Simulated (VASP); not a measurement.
A run of VASP 6.6.1 is set up as follows.

File INCAR:

```
ALGO     = Normal         # electronic algorithm
EDIFF    = 1E-6           # SCF threshold, eV
EDIFFG   = -0.005         # ionic threshold
ENCUT    = 600            # plane-wave cutoff, eV
GGA      = PE             # functional
IBRION   = 2              # ionic algorithm
ISIF     = 3              # what is computed and relaxed
ISMEAR   = -1             # smearing method
LASPH    = T              # aspherical terms in the spheres
LCHARG   = F              # write CHGCAR
LREAL    = F              # projectors in reciprocal space
LWAVE    = F              # write WAVECAR
NELM     = 60             # most SCF steps
NSW      = 32             # ionic steps
PREC     = Accurate       # precision mode
PSTRESS  = 44.0         
SIGMA    = 0.05           # smearing width, eV
```

Contents of KPOINTS:

```
k-points
0
Gamma
  10 10 10
```

File POSCAR:

```
La
1.0
    0.0000000000      3.2529503673      3.2529503673
    3.2529503673      0.0000000000      3.2529503673
    3.2529503673      3.2529503673      0.0000000000
La
2
Direct
   -0.1250000000     -0.1250000000     -0.1250000000
    0.1250000000      0.1250000000      0.1250000000
```

Potentials or basis: VASP PAW PBE potentials, release 64 (La).

The run is started by

```sh
$ cat potpaw_PBE.64/La/POTCAR > POTCAR
$ mpirun -np 1 vasp_std > vasp.out
```

What does it give for the relaxed volume?

34.37 Å³/atom.

Estimate the relaxed cell.

a = 4.598 Å, b = 4.598 Å, c = 4.598 Å, α = 60.00°, β = 60.00°, γ = 60.00°.

What does it give for the space group after relaxing (to 0.05 Å)?

Fd-3m (No. 227).

Final structure:
```
La
1.0
     0.00000    3.25125    3.25125
     3.25125    0.00000    3.25125
     3.25125    3.25125    0.00000
La
2
Cartesian
  5.6897 5.6897 5.6897
  0.8128 0.8128 0.8128
```

Caveat: the cell is relaxed towards a set pressure, so the enthalpy falls and the energy may rise.
